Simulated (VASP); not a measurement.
Input of a VASP 6.6.1 run:

INCAR

```
SYSTEM = Sn
  PREC = Accurate
  ENCUT = 520
  EDIFF = 1E-6
  ISMEAR = -1
  SIGMA = 0.1
  LREAL = .FALSE.
  LASPH = .TRUE.
  NELM = 60
  ALGO = Normal
  ISIF = 2
  LWAVE = .FALSE.
  LCHARG = .FALSE.
  GGA = PE
  NBANDS = 21
```

The input KPOINTS:

```
Automatic mesh
0
G
  10 10 10
  0 0 0
```

POSCAR

```
Sn
1.0
    4.4259279227      0.0000000298      0.0000000829
   -3.2780564857      2.9737490905      0.0000000829
   -0.5739357958     -1.4868747605      4.1289997731
Sn
2
Direct
    0.0000000000      0.0000000000      0.0000000000
    0.7500000000      0.2500000000      0.5000000000
```

Potentials or basis: VASP PAW PBE potentials, release 64 (Sn_d).

Run with:

```sh
$ cat potpaw_PBE.64/Sn_d/POTCAR > POTCAR
$ mpirun -np 1 vasp_std > vasp.out
```

(1) What does it give for the pressure?

(2) Estimate the band gap on the k mesh.

Results:

(1) 2.4 GPa.

(2) zero (band 14 reaches 9.42 eV, above the bottom of band 15 at 5.54 eV).

Caveat: spin-orbit coupling is left out, which moves the levels of the heavy elements.
